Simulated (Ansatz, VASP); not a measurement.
**Si16Ge in VASP and in Ansatz**

```
Si Ge
1.0
     0.00000    5.43000    5.43000
     5.43000    0.00000    5.43000
     5.43000    5.43000    0.00000
Si Ge
16 1
Cartesian
  0.0027 0.0088 -0.0071
  1.3170 1.3166 1.3183
  2.7157 2.7151 -0.0494
  4.1207 4.1198 1.3099
  2.7143 -0.0456 2.7152
  4.1091 1.3198 4.1101
  5.4786 2.7156 2.7143
  6.7818 4.0791 4.0780
  -0.0472 2.7143 2.7159
  1.3157 4.1126 4.1145
  2.7156 5.4796 2.7149
  4.0802 6.7805 4.0795
  2.7141 2.7148 5.4761
  4.0763 4.0767 6.7834
  5.4294 5.4278 5.4318
  6.7814 6.7816 6.7806
  2.7198 2.7294 2.7033
```

Alike in both runs: functional PBE; dispersion D3(BJ); k mesh 2 × 2 × 2; occupations fermi-dirac, width 0.05 eV; no spin polarisation.

Ansatz relaxed the structure, and its values are those at the end. VASP's run is a single point on that final structure, the one shown.

|  | VASP | Ansatz |
| --- | --- | --- |
| version | VASP 6.6.1 | Ansatz 0.2.0 |
| potentials or method | VASP PAW PBE potentials, release 64 (Si, Ge_d), cutoff 520 eV | scalar-relativistic, plane waves, PAW |
| valence electrons in the cell | 78 | 78 |

```csv
,VASP,Ansatz,Ansatz less VASP
rms of the force components (eV/Å),0.010,0.011,+0.0007
```

The k mesh is coarse, so the values compare programs but aren't converged.
